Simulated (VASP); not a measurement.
# SnO (Cmc2_1) in VASP: single point with PBE

Aim: the single point of SnO with PBE.

All numbers are computed with VASP 6.6.1; they aren't measurements. Logs are shortened: lines on timing, memory, paths and dates and some standing lists are left out, and cuts for length are marked.

### Step 1. The cell of the first run

The typed cell holds 8 atoms: a = 3.721 Å, b = 3.721 Å, c = 10.893 Å, α = 90.00°, β = 90.00°, γ = 97.68°.

### Step 2. Single point, PBE (18.68 Å³/atom)

Contents of INCAR:

```
ALGO = Normal
EDIFF = 1E-6
ENCUT = 910
GGA = PE
GGA_COMPAT = False
ISIF = 2
ISMEAR = -1
LASPH = True
LCHARG = True
LELF = True
LREAL = False
LVHAR = True
LWAVE = False
NBANDS = 50
NELM = 120
PREC = Accurate
SIGMA = 0.02
```

Contents of KPOINTS:

```
k-points
0
Gamma
  8 8 3
```

Contents of POSCAR:

```
SnO
1.0
    2.4489652718     -2.8016162709      0.0000000000
    2.4489652718      2.8016162709      0.0000000000
    0.0000000000      0.0000000000     10.8929975289
Sn O
4 4
Direct
    0.0000125291     -0.0000125291     -0.0100267352
   -0.0000125291      0.0000125291      0.4899732648
    0.4998662560      0.5001337440      0.2670228692
    0.5001337440      0.4998662560      0.7670228692
    0.9999832028      0.4999770390      0.3785019330
    0.0000167972      0.5000229610      0.8785019330
    0.5000229610      0.0000167972      0.3785019330
    0.4999770390      0.9999832028      0.8785019330
```

Potentials or basis: VASP PAW PBE potentials, release 64 (Sn_d, O_h).

Launch:

```console
> cat potpaw_PBE.64/Sn_d/POTCAR potpaw_PBE.64/O_h/POTCAR > POTCAR
> mpirun -np 1 vasp_std > vasp.out
```

OUTCAR:

```text
EDIFF = 1E-6
   ENCUT = 910
   GGA = PE
   ISIF = 2
   ISMEAR = -1
   LASPH = True
   LREAL = False
   NELM = 120
   PREC = Accurate

 ion  position               nearest neighbor table
   1  0.000  1.000  0.990-   6 2.22   8 2.22   6 2.22   8 2.22   4 3.45   4 3.45   4 3.71   4 3.71

   2  1.000  0.000  0.490-   5 2.22   7 2.22   7 2.22   5 2.22   3 3.45   3 3.45   3 3.71   3 3.71

   3  0.500  0.500  0.267-   5 2.22   7 2.22   5 2.22   7 2.22   2 3.45   2 3.45   2 3.71   2 3.71

   4  0.500  0.500  0.767-   6 2.22   8 2.22   8 2.22   6 2.22   1 3.45   1 3.45   1 3.71   1 3.71

   5  1.000  0.500  0.379-   3 2.22   2 2.22   2 2.22   3 2.22
   6  0.000  0.500  0.879-   4 2.22   1 2.22   1 2.22   4 2.22
   7  0.500  0.000  0.379-   3 2.22   2 2.22   2 2.22   3 2.22
   8  0.500  1.000  0.879-   4 2.22   1 2.22   1 2.22   4 2.22

  LATTYP: Found a base centered orthorhombic cell.
 ALAT       =     4.8979305436
 B/A-ratio  =     1.1440000000
 C/A-ratio  =     2.2240000000

  Lattice vectors:

 A1 = (   2.4489652718,  -2.8016162709,   0.0000000000)
 A2 = (   2.4489652718,   2.8016162709,   0.0000000000)
 A3 = (   0.0000000000,   0.0000000000,  10.8929975289)

Analysis of symmetry for initial positions (statically):
=====================================================================
 Subroutine PRICEL returns:
 Original cell was already a primitive cell.

 Routine SETGRP: Setting up the symmetry group for a
 base centered orthorhombic supercell.

 Subroutine GETGRP returns: Found  4 space group operations
 (whereof  2 operations were pure point group operations)
 out of a pool of  8 trial point group operations.

The static configuration has the point symmetry C_1h.
 The point group associated with its full space group is C_2v.

Analysis of symmetry for dynamics (positions and initial velocities):
=====================================================================
 Subroutine PRICEL returns:
 Original cell was already a primitive cell.

 Routine SETGRP: Setting up the symmetry group for a
 base centered orthorhombic supercell.

 Subroutine GETGRP returns: Found  4 space group operations
 (whereof  2 operations were pure point group operations)
 out of a pool of  8 trial point group operations.

[... 108 lines left out ...]
   LNONCOLLINEAR =      F non collinear calculations
   LSORBIT =      F    spin-orbit coupling
   LASPH  =      T    aspherical Exc in radial PAW
   ENCUT  =  910.0 eV  66.88 Ry    8.18 a.u.   9.15  9.15 26.79*2*pi/ulx,y,z
   NELM   =    120;   NELMIN=  2; NELMDL= -5     # of ELM steps
   EDIFF  = 0.1E-05   stopping-criterion for ELM
   LREAL  =      F    real-space projection
   EDIFFG = 0.1E-04   stopping-criterion for IOM
   NSW    =      0    number of steps for IOM
   IBRION =     -1    ionic relax: 0-MD 1-quasi-New 2-CG
   NFREE  =      0    steps in history (QN), initial steepest desc. (CG)
   ISIF   =      2    stress and relaxation
   ISYM   =      2    0-nonsym 1-usesym 2-fastsym
   POTIM  = 0.5000    time-step for ionic-motion
   TEBEG  =    0.0;   TEEND  =   0.0 temperature during run
   PSTRESS=    0.0 pullay stress
   NELECT =      80.0000    total number of electrons
   NUPDOWN=      -1.0000    fix difference up-down
   EMIN   =  10.00;   EMAX   =-10.00  energy-range for DOS
   EFERMI =   0.00;   METHOD = LEGACY
   ISMEAR =    -1;   SIGMA  =   0.02  broadening in eV -4-tet -1-fermi 0-gaus
   EFERMI_NEDOS =   21; number of points for ismear=-14 and -15
   IALGO  =     38    algorithm
   IMIX   =      4    mixing-type and parameters
     AMIX     =   0.40;   BMIX     =  1.00
     AMIX_MAG =   1.60;   BMIX_MAG =  1.00
  volume/ion in A,a.u.               =      18.68       126.09
  Fermi-wavevector in a.u.,A,eV,Ry     =   1.329174  2.511775 24.037471  1.766704
  Thomas-Fermi vector in A             =   2.458356
   LORBIT       =      0    0 simple, 1 ext, 2 COOP (PROOUT), +10 PAW based schemes
   GGA     = PE    functional components
   LHFCALC =     F    Hartree Fock is set to
   AEXX    =    0.0000 exact exchange contribution
   IVDW    =     0    specifies the selected vdW correction
   LEPSILON=     F    determine dielectric tensor
   LRPA    =     F    only Hartree local field effects (RPA)
 non-spin polarized calculation
  energy-cutoff  :      910.00
  volume of cell :      149.48
 maximum number of plane-waves:      9347
 NGX is ok and might be reduce to    40
   NGX = 19   NGY = 19   NGZ = 53

 number of electron      79.9999998 magnetization

 Free energy of the ion-electron system (eV)
  ---------------------------------------------------
  ext. energy  EPLUGINS =         0.00000000
  ---------------------------------------------------
  free energy    TOTEN  =       -44.51944336 eV

  energy without entropy =      -44.51942975  energy(sigma->0) =      -44.51943655

 E-fermi :   6.8156     XC(G=0):  -9.8557

 val. band max:        6.7071636370   @ k =   0.0000   0.0000   0.0000
 cond. band min:       6.9215437500   @ k =   0.5000   0.5000   0.0000
 fundamental gap:      0.2143801130
 Fermi energy:         6.8155694272

 k-point     1 :       0.0000    0.0000    0.0000
  band No.  band energies     occupation
      1     -15.2471      2.00000
      2     -15.2419      2.00000
      3     -14.8866      2.00000
      4     -14.8811      2.00000
      5     -14.8745      2.00000
      6     -14.8541      2.00000
[... 1261 lines left out ...]
     49      12.0497      0.00000
     50      12.1615      0.00000

 [... further k-points ...]
[... 5 lines left out ...]
  --------------------------------------------------------------------------------------
  -------------------------------------------------------------------------------------
  Total       17.0071948     -2.7424874      0.1168152      0.0000000      0.0000000      0.0000000
  in kB      182.2949299    -29.3958856      1.2521064      0.0000000      0.0000000      0.0000000
  external PRESSURE =      51.3837169 kB  Pullay stress =       0.0000000 kB

 VOLUME and BASIS-vectors are now :
 -----------------------------------------------------------------------------
  energy-cutoff  :      910.00
  volume of cell :      149.48
      direct lattice vectors                 reciprocal lattice vectors
     2.448965272 -2.801616271  0.000000000     0.204167861 -0.178468410  0.000000000
     2.448965272  2.801616271  0.000000000     0.204167861  0.178468410  0.000000000
     0.000000000  0.000000000 10.892997529     0.000000000  0.000000000  0.091802096

 POSITION                                       TOTAL-FORCE (eV/Angst)
 -----------------------------------------------------------------------------------
      2.44897      2.80155     10.78378         0.000000      0.000340      0.094002
      2.44897     -2.80155      5.33728         0.000000     -0.000340      0.094002
      2.44897      0.00075      2.90868         0.000000     -0.003053     -0.093684
      2.44897     -0.00075      8.35518         0.000000      0.003053     -0.093684
      3.67335     -1.40083      4.12302         0.000869      0.001665     -0.000159
      1.22458      1.40083      9.56952        -0.000869     -0.001665     -0.000159
      1.22458     -1.40083      4.12302        -0.000869      0.001665     -0.000159
      3.67335      1.40083      9.56952         0.000869     -0.001665     -0.000159
 -----------------------------------------------------------------------------------
    total drift:                               -0.000000      0.000000      0.000878

  FREE ENERGIE OF THE ION-ELECTRON SYSTEM (eV)
  ---------------------------------------------------
  free  energy   TOTEN  =       -44.5194433560 eV

  energy  without entropy=      -44.5194297526  energy(sigma->0) =      -44.51943655
```

OSZICAR:

```text
N       E                     dE             d eps       ncg     rms          rms(c)
DAV:   1     0.132286857468E+04    0.13229E+04   -0.51241E+04  4628   0.337E+03
DAV:   2     0.289364832145E+03   -0.10335E+04   -0.99181E+03  4200   0.918E+02
DAV:   3    -0.705164658841E+00   -0.29007E+03   -0.27097E+03  5046   0.304E+02
DAV:   4    -0.508466546757E+02   -0.50141E+02   -0.48799E+02  5556   0.113E+02
DAV:   5    -0.524809870257E+02   -0.16343E+01   -0.16236E+01  4982   0.221E+01    0.171E+01
DAV:   6    -0.443348771731E+02    0.81461E+01   -0.30270E+01  6980   0.498E+01    0.666E+00
DAV:   7    -0.445783404912E+02   -0.24346E+00   -0.52355E+00  4502   0.977E+00    0.410E+00
DAV:   8    -0.445611374918E+02    0.17203E-01   -0.11365E+00  6676   0.646E+00    0.153E+00
DAV:   9    -0.445146565709E+02    0.46481E-01   -0.21344E-01  6562   0.411E+00    0.380E-01
DAV:  10    -0.445205741078E+02   -0.59175E-02   -0.27388E-02  5692   0.138E+00    0.308E-01
DAV:  11    -0.445192632443E+02    0.13109E-02   -0.74000E-03  6294   0.754E-01    0.508E-02
DAV:  12    -0.445194869891E+02   -0.22374E-03   -0.20787E-03  5354   0.213E-01    0.768E-02
DAV:  13    -0.445194522228E+02    0.34766E-04   -0.16570E-04  5742   0.127E-01    0.350E-02
DAV:  14    -0.445194469533E+02    0.52696E-05   -0.23148E-05  4926   0.262E-02    0.192E-02
DAV:  15    -0.445194431955E+02    0.37578E-05   -0.21175E-05  5132   0.258E-02    0.294E-03
DAV:  16    -0.445194433560E+02   -0.16053E-06   -0.13355E-06  3236   0.865E-03
   1 F= -.44519443E+02 E0= -.44519437E+02  d E =-.136034E-04
```

It took 22 min on 1 thread of Intel Xeon 6975P-C (Granite Rapids), shared host; peak memory 0.77 GiB.

Results:

```
Free energy            : -44.5194 eV
Pressure               : 5.1 GPa
Largest force          : 0.094 eV/Å
Band gap on the k mesh : 0.21 eV
```

Forces in eV/Å, atoms in the order of the input:
```
Sn   0.000  0.000  0.094
Sn   0.000  0.000  0.094
Sn   0.000 -0.003 -0.094
Sn   0.000  0.003 -0.094
O    0.001  0.002  0.000
O   -0.001 -0.002  0.000
O   -0.001  0.002  0.000
O    0.001 -0.002  0.000
```

Caveat: the stress differs along the axes, from -3 to 18 GPa; semilocal functionals underestimate gaps, and a narrow one can read as zero; spin-orbit coupling is left out, which moves the levels of the heavy elements. A k mesh can miss the band edges.
